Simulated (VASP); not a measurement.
# LuAl3N4 (P1) in VASP: relaxation of cell and atoms with PBE

Aim: the relaxation of cell and atoms of LuAl3N4 with PBE.

Program: VASP 6.6.1. These are calculated values, not measurements. Logs are shortened: lines on timing, memory, paths and dates and some standing lists are left out, and cuts for length are marked.

### 1 The cell of the first run

The typed cell holds 8 atoms: a = 3.210 Å, b = 3.228 Å, c = 10.505 Å, α = 89.00°, β = 89.30°, γ = 119.05°.

### 2 Relaxation of cell and atoms, PBE

The input, INCAR:

```
SYSTEM = LuAl3N4
PREC = Accurate
ENCUT = 600
EDIFF = 1E-6
ISMEAR = 0
SIGMA = 0.1
LREAL = .False.
LASPH = .True.
NELM = 100
ALGO = Normal
ISIF = 3
LWAVE = .False.
LCHARG = .False.
GGA = PE
IBRION = 2
NSW = 80
EDIFFG = -0.025
```

The input, KPOINTS:

```
Automatic mesh
0
Gamma
  6 6 2
  0 0 0
```

The input, POSCAR:

```
LuAl3N4
1.0
    3.2101057180      0.0213193523      0.0193600306
   -1.5865897583      2.8114152365      0.0279557927
    0.0634543254      0.1424379792     10.5041130316
Lu Al N
1 3 4
Direct
    0.9851858061      0.9250809232      0.8968296393
    0.2943671689      0.7254732197      0.6519928447
    0.3044854320      0.6459364456      0.1791843922
    0.7575779379      0.3367368726      0.4360892611
    0.3352920121      0.6474419753      0.4727944360
    0.4577680896      0.6858977861      0.9904052452
    0.5516828492      0.3696140223      0.2472436358
    0.6469740374      0.3304854218      0.7119605458
```

Potentials or basis: VASP PAW PBE potentials, release 64 (Lu, Al, N).

Started as:

```console
cat potpaw_PBE.64/Lu/POTCAR potpaw_PBE.64/Al/POTCAR potpaw_PBE.64/N/POTCAR > POTCAR
mpirun -np 1 vasp_std > vasp.out
```

OUTCAR:

```text
SYSTEM = LuAl3N4
   PREC = Accurate
   ENCUT = 600
   EDIFF = 1E-6
   ISMEAR = 0
   LREAL = .False.
   LASPH = .True.
   NELM = 100
   ISIF = 3
   GGA = PE
   IBRION = 2
   NSW = 80
   EDIFFG = -0.025

 ion  position               nearest neighbor table
   1  0.985  0.925  0.897-   6 1.76   6 2.24   6 2.41   8 2.61   8 2.67   2 2.94   2 3.28   2 3.39
                             3 3.40   3 3.50
   2  0.294  0.725  0.652-   8 1.85   5 1.92   8 1.93   8 2.17   4 2.79   4 2.86   1 2.94   1 3.28
                             4 3.28   1 3.39
   3  0.304  0.646  0.179-   7 1.62   6 2.02   7 2.21   7 2.23   4 3.07   1 3.40   1 3.50
   4  0.758  0.337  0.436-   5 1.68   5 1.99   5 2.08   7 2.12   2 2.79   2 2.86   3 3.07   2 3.28

   5  0.335  0.647  0.473-   4 1.68   2 1.92   4 1.99   4 2.08
   6  0.458  0.686  0.990-   1 1.76   3 2.02   1 2.24   1 2.41
   7  0.552  0.370  0.247-   3 1.62   4 2.12   3 2.21   3 2.23
   8  0.647  0.330  0.712-   2 1.85   2 1.93   2 2.17   1 2.61   1 2.67

  LATTYP: Found a triclinic cell.
 ALAT       =     3.2283283940
 B/A-ratio  =     1.7188907318
 C/A-ratio  =     3.2540897613
 COS(alpha) =     0.0031449455
 COS(beta)  =     0.0174977600
 COS(gamma) =     0.8626968227

  Lattice vectors:

 A1 = (  -1.5865897583,   2.8114152365,   0.0279557927)
 A2 = (  -4.7966954763,   2.7900958842,   0.0085957621)
 A3 = (   0.0634543254,   0.1424379792,  10.5041130316)

Analysis of symmetry for initial positions (statically):
=====================================================================
 Subroutine PRICEL returns:
 Original cell was already a primitive cell.

 Routine SETGRP: Setting up the symmetry group for a
 triclinic supercell.

 Subroutine GETGRP returns: Found  1 space group operations
 (whereof  1 operations were pure point group operations)
 out of a pool of  2 trial point group operations.

The static configuration has the point symmetry C_1 .

Analysis of symmetry for dynamics (positions and initial velocities):
=====================================================================
 Subroutine PRICEL returns:
 Original cell was already a primitive cell.

 Routine SETGRP: Setting up the symmetry group for a
 triclinic supercell.

 Subroutine GETGRP returns: Found  1 space group operations
 (whereof  1 operations were pure point group operations)
 out of a pool of  2 trial point group operations.

The dynamic configuration has the point symmetry C_1 .

 Subroutine INISYM returns: Found  1 space group operations
 (whereof  1 operations are pure point group operations),
 and found     1 'primitive' translations

----------------------------------------------------------------------------------------

                                     Primitive cell

  volume of cell :      95.1337

  direct lattice vectors                    reciprocal lattice vectors
     3.210105718  0.021319352  0.019360031     0.310378292  0.175200676 -0.004250723
    -1.586589758  2.811415236  0.027955793    -0.002324973  0.354428323 -0.004792078
     0.063454325  0.142437979 10.504113032    -0.000565868 -0.001266191  0.095221392

  length of vectors
     3.210234890  3.228328394 10.505270373     0.356437975  0.354468343  0.095231491

  position of ions in fractional coordinates (direct lattice)
     0.985185806  0.925080923  0.896829639
     0.294367169  0.725473220  0.651992845
     0.304485432  0.645936446  0.179184392
     0.757577938  0.336736873  0.436089261
     0.335292012  0.647441975  0.472794436
     0.457768090  0.685897786  0.990405245
     0.551682849  0.369614022  0.247243636
     0.646974037  0.330485422  0.711960546

  ion indices of the primitive-cell ions
   primitive index   ion index
                 1           1
                 2           2
                 3           3
                 4           4
                 5           5
                 6           6
                 7           7
                 8           8

----------------------------------------------------------------------------------------

 KPOINTS: Automatic mesh

Automatic generation of k-mesh.
 Grid dimensions read from file:
 generate k-points for:    6    6    2

 Generating k-lattice:

  Cartesian coordinates                     Fractional coordinates (reciprocal lattice)
     0.051729715  0.029200113 -0.000708454     0.166666667 -0.000000000  0.000000000
    -0.000387495  0.059071387 -0.000798680     0.000000000  0.166666667  0.000000000
    -0.000282934 -0.000633096  0.047610696    -0.000000000 -0.000000000  0.500000000

  Length of vectors
     0.059406329  0.059078057  0.047615745

  Shift w.r.t. Gamma in fractional coordinates (k-lattice)
     0.000000000  0.000000000  0.000000000

 Subroutine IBZKPT returns following result:
 ===========================================

 Found     40 irreducible k-points:

 Following reciprocal coordinates:
            Coordinates               Weight
  0.000000  0.000000  0.000000      1.000000
  0.166667 -0.000000 -0.000000      2.000000
  0.333333 -0.000000  0.000000      2.000000
  0.500000 -0.000000 -0.000000      1.000000
 -0.000000  0.166667 -0.000000      2.000000
  0.166667  0.166667 -0.000000      2.000000
[... 16 lines left out ...]
  0.333333 -0.000000  0.500000      2.000000
  0.500000 -0.000000  0.500000      1.000000
 [... further k-points ...]
   k-points           NKPTS =     40   k-points in BZ     NKDIM =     40   number of bands    NBANDS=     32
   number of dos      NEDOS =    301   number of ions     NIONS =      8
   total plane-waves  NPLWV =  65856
   dimension x,y,z NGX =    28 NGY =   28 NGZ =   84
   dimension x,y,z NGXF=    56 NGYF=   56 NGZF=  168
   ions per type =               1   3   4
   NGX,Y,Z   is equivalent  to a cutoff of  14.50, 14.42, 13.29 a.u.
   NGXF,Y,Z  is equivalent  to a cutoff of  29.00, 28.84, 26.59 a.u.
 SYSTEM =  LuAl3N4
   PREC   = accura    normal or accurate (medium, high low for compatibility)
   ISTART =      0    job   : 0-new  1-cont  2-samecut
   ICHARG =      2    charge: 1-file 2-atom 10-const
   ISPIN  =      1    spin polarized calculation?
   LNONCOLLINEAR =      F non collinear calculations
   LSORBIT =      F    spin-orbit coupling
   LASPH  =      T    aspherical Exc in radial PAW
   ENCUT  =  600.0 eV  44.10 Ry    6.64 a.u.   6.41  6.45 20.98*2*pi/ulx,y,z
   NELM   =    100;   NELMIN=  2; NELMDL= -5     # of ELM steps
   EDIFF  = 0.1E-05   stopping-criterion for ELM
   LREAL  =      F    real-space projection
   EDIFFG = -.3E-01   stopping-criterion for IOM
   NSW    =     80    number of steps for IOM
   IBRION =      2    ionic relax: 0-MD 1-quasi-New 2-CG
   NFREE  =      1    steps in history (QN), initial steepest desc. (CG)
   ISIF   =      3    stress and relaxation
   ISYM   =      2    0-nonsym 1-usesym 2-fastsym
   POTIM  = 0.5000    time-step for ionic-motion
   TEBEG  =    0.0;   TEEND  =   0.0 temperature during run
   PSTRESS=    0.0 pullay stress
   NELECT =      54.0000    total number of electrons
   NUPDOWN=      -1.0000    fix difference up-down
   EMIN   =  10.00;   EMAX   =-10.00  energy-range for DOS
   EFERMI =   0.00;   METHOD = LEGACY
   ISMEAR =     0;   SIGMA  =   0.10  broadening in eV -4-tet -1-fermi 0-gaus
   EFERMI_NEDOS =   21; number of points for ismear=-14 and -15
   IALGO  =     38    algorithm
   IMIX   =      4    mixing-type and parameters
     AMIX     =   0.40;   BMIX     =  1.00
     AMIX_MAG =   1.60;   BMIX_MAG =  1.00
  volume/ion in A,a.u.               =      11.89        80.25
  Fermi-wavevector in a.u.,A,eV,Ry     =   1.355485  2.561494 24.998508  1.837339
  Thomas-Fermi vector in A             =   2.482568
   LORBIT       =      0    0 simple, 1 ext, 2 COOP (PROOUT), +10 PAW based schemes
   GGA     = PE    functional components
   LHFCALC =     F    Hartree Fock is set to
   AEXX    =    0.0000 exact exchange contribution
   IVDW    =     0    specifies the selected vdW correction
   LEPSILON=     F    determine dielectric tensor
   LRPA    =     F    only Hartree local field effects (RPA)
 conjugate gradient relaxation of ions
 non-spin polarized calculation
 Gauss-broadening in eV      SIGMA  =   0.10
  energy-cutoff  :      600.00
  volume of cell :       95.13
 maximum number of plane-waves:      3209
 NGX is ok and might be reduce to    28
   NGX = 13   NGY = 13   NGZ = 41

--------------------------------------- Ionic step        1  -------------------------------------------

 number of electron      54.0000000 magnetization

 Free energy of the ion-electron system (eV)
  ---------------------------------------------------
  ext. energy  EPLUGINS =         0.00000000
  ---------------------------------------------------
  free energy    TOTEN  =       -55.03883748 eV

  energy without entropy =      -55.03883748  energy(sigma->0) =      -55.03883748

------------------------ aborting loop because EDIFF is reached ----------------------------------------

  FORCE on cell =-STRESS in cart. coord.  units (eV):
  Direction    XX          YY          ZZ          XY          YZ          ZX
  --------------------------------------------------------------------------------------
  -------------------------------------------------------------------------------------
  Total       14.4436071      1.1957610      4.5753368      2.4411384     -6.9549858     -3.8327298
  in kB      243.2493953     20.1381932     77.0547075     41.1119911   -117.1311353    -64.5482258
  external PRESSURE =     113.4807654 kB  Pullay stress =       0.0000000 kB
[... 107 lines left out ...]
  FREE ENERGIE OF THE ION-ELECTRON SYSTEM (eV)
  ---------------------------------------------------
  free  energy   TOTEN  =       -58.1606836327 eV

  energy  without entropy=      -58.1606836239  energy(sigma->0) =      -58.16068363

[... ionic steps 4 to 29 ...]

--------------------------------------- Ionic step       30  -------------------------------------------

 number of electron      54.0000007 magnetization

------------------------ aborting loop because EDIFF is reached ----------------------------------------

  FORCE on cell =-STRESS in cart. coord.  units (eV):
  Direction    XX          YY          ZZ          XY          YZ          ZX
  --------------------------------------------------------------------------------------
  -------------------------------------------------------------------------------------
  Total       -0.0013944     -0.0158846      0.0667322     -0.0064563     -0.0060569      0.0358657
  in kB       -0.0239312     -0.2726122      1.1452597     -0.1108039     -0.1039479      0.6155285
  external PRESSURE =       0.2829054 kB  Pullay stress =       0.0000000 kB
[... 69 lines left out ...]
  energy  without entropy=      -59.7279194591  energy(sigma->0) =      -59.72791946

--------------------------------------- Ionic step       32  -------------------------------------------

 number of electron      54.0000006 magnetization

 Free energy of the ion-electron system (eV)
  ---------------------------------------------------
  ext. energy  EPLUGINS =         0.00000000
  ---------------------------------------------------
  free energy    TOTEN  =       -59.72803272 eV

  energy without entropy =      -59.72803272  energy(sigma->0) =      -59.72803272

 E-fermi :   5.6373     XC(G=0): -11.1572

 val. band max:        5.0185383651   @ k =   0.5000  -0.0000   0.5000
 cond. band min:       7.8426087463   @ k =   0.5000   0.5000   0.5000
 fundamental gap:      2.8240703812
 Fermi energy:         5.6373476120

 k-point     1 :       0.0000    0.0000    0.0000
  band No.  band energies     occupation
      1     -48.5110      2.00000
      2     -19.5417      2.00000
      3     -18.9325      2.00000
      4     -18.9310      2.00000
      5     -10.1411      2.00000
      6      -9.2484      2.00000
[... 829 lines left out ...]
     31      10.8195      0.00000
     32      11.7735      0.00000

 [... further k-points ...]
[... 5 lines left out ...]
  --------------------------------------------------------------------------------------
  -------------------------------------------------------------------------------------
  Total        0.0289351      0.0167840      0.0184286     -0.0020744     -0.0208278      0.0143157
  in kB        0.4964824      0.2879878      0.3162061     -0.0355936     -0.3573726      0.2456360
  external PRESSURE =       0.3668921 kB  Pullay stress =       0.0000000 kB
[... 23 lines left out ...]
  FREE ENERGIE OF THE ION-ELECTRON SYSTEM (eV)
  ---------------------------------------------------
  free  energy   TOTEN  =       -59.7280327191 eV

  energy  without entropy=      -59.7280327191  energy(sigma->0) =      -59.72803272

 reached required accuracy - stopping structural energy minimisation
```

Run time: 46 min. Hardware: 1 thread of Intel Xeon Platinum 8488C (Sapphire Rapids), shared host; peak memory 0.39 GiB.

What came out:

```yaml
Free_energy: -59.7280 eV
Relaxed_volume: 11.67 Å³/atom
Relaxed_cell: a = 3.204 Å, b = 3.203 Å, c = 10.506 Å, α = 89.99°, β = 90.00°, γ = 119.99°
Space_group_after_relaxing_to_0.05_Å: P3m1 (No. 156)
Energy_gained_by_relaxing: 586.1 meV/atom
Ionic_steps: 32
Pressure_after_relaxing: 0.0 GPa
Largest_force_after_relaxing: 0.020 eV/Å
Band_gap_on_the_k_mesh: 2.82 eV, indirect (the least direct gap lies 0.7 meV higher)
```

Forces on the atoms (eV/Å):
```
Lu   0.009  0.004  0.004
Al   0.008  0.000  0.008
Al  -0.010  0.001  0.002
Al   0.002  0.003 -0.003
N    0.009  0.002 -0.012
N   -0.009  0.005 -0.002
N   -0.015 -0.005  0.012
N    0.006 -0.009 -0.008
```

The path:
```csv
step,energy change (eV),largest force (eV/Å),pressure (GPa),volume (Å³)
1,0.0000,10.7281,11.35,95.13
2,-0.7856,6.6271,-8.84,106.79
3,-3.1218,3.2630,-10.45,99.87
4,-3.1505,3.1462,-10.18,99.59
5,-3.1707,2.9496,-9.24,98.99
6,-3.9743,3.2326,5.94,91.38
7,-4.0582,2.0349,1.51,93.05
8,-4.3877,1.1980,2.64,92.00
9,-4.3882,1.1657,2.62,92.04
10,-4.5246,0.5883,-1.12,93.82
11,-4.5276,0.7647,-1.62,94.13
12,-4.5895,0.5074,0.17,93.55
13,-4.5903,0.5706,0.40,93.48
14,-4.6382,0.4597,0.28,93.44
15,-4.6438,0.4148,0.25,93.42
16,-4.6656,0.3320,-0.42,93.63
17,-4.6662,0.4486,-0.48,93.67
18,-4.6774,0.2450,0.13,93.36
19,-4.6779,0.1932,0.10,93.41
20,-4.6821,0.1011,-0.03,93.40
21,-4.6821,0.0999,-0.02,93.40
22,-4.6836,0.0802,-0.02,93.38
23,-4.6837,0.1200,-0.04,93.37
24,-4.6849,0.0893,-0.01,93.34
25,-4.6857,0.1393,0.16,93.28
26,-4.6867,0.0932,0.21,93.31
27,-4.6879,0.1082,-0.11,93.40
28,-4.6888,0.0679,-0.02,93.37
29,-4.6888,0.0682,-0.01,93.36
30,-4.6891,0.0288,0.03,93.36
31,-4.6891,0.0342,0.04,93.35
32,-4.6892,0.0201,0.04,93.38
```

Final structure:
```
CELL_PARAMETERS angstrom
3.20392 -0.00020 -0.00083
-1.60096 2.77414 -0.00001
0.00261 0.00283 10.50601
ATOMIC_POSITIONS crystal
Lu 0.99948 0.99895 0.90218
Al 0.33212 0.66734 0.65427
Al 0.33533 0.66678 0.17822
Al 0.66629 0.33333 0.41658
N 0.33258 0.66667 0.47600
N 0.33315 0.66577 0.00043
N 0.66879 0.33359 0.23792
N 0.66559 0.33423 0.72090
```

Levels at points of the mesh, in eV from the valence-band top:
| k point | band 24 | band 25 | band 26 | band 27 | band 28 | band 29 | band 30 | band 31 |
| --- | --- | --- | --- | --- | --- | --- | --- | --- |
| (0.00, 0.00, 0.00) | -0.52 | -0.51 | -0.19 | -0.19 | 3.02 | 4.36 | 5.46 | 6.06 |
| (0.50, 0.00, 0.00) | -1.23 | -1.20 | -1.14 | -0.03 | 2.99 | 4.31 | 4.84 | 6.20 |
| (0.00, 0.50, 0.00) | -1.24 | -1.21 | -1.14 | -0.03 | 2.99 | 4.31 | 4.84 | 6.20 |
| (0.50, 0.50, 0.00) | -1.23 | -1.21 | -1.14 | -0.03 | 2.99 | 4.31 | 4.83 | 6.20 |
| (0.00, 0.00, 0.50) | -0.49 | -0.48 | -0.21 | -0.21 | 3.27 | 4.54 | 5.02 | 6.06 |
| (0.50, 0.00, 0.50) | -1.51 | -1.27 | -0.96 | 0.00 | 2.82 | 4.51 | 4.98 | 5.80 |
| (0.00, 0.50, 0.50) | -1.51 | -1.28 | -0.96 | 0.00 | 2.83 | 4.50 | 4.98 | 5.80 |
| (0.50, 0.50, 0.50) | -1.50 | -1.28 | -0.96 | 0.00 | 2.82 | 4.50 | 4.98 | 5.81 |

Caveat: spin-orbit coupling is left out, which moves the levels of the heavy elements.
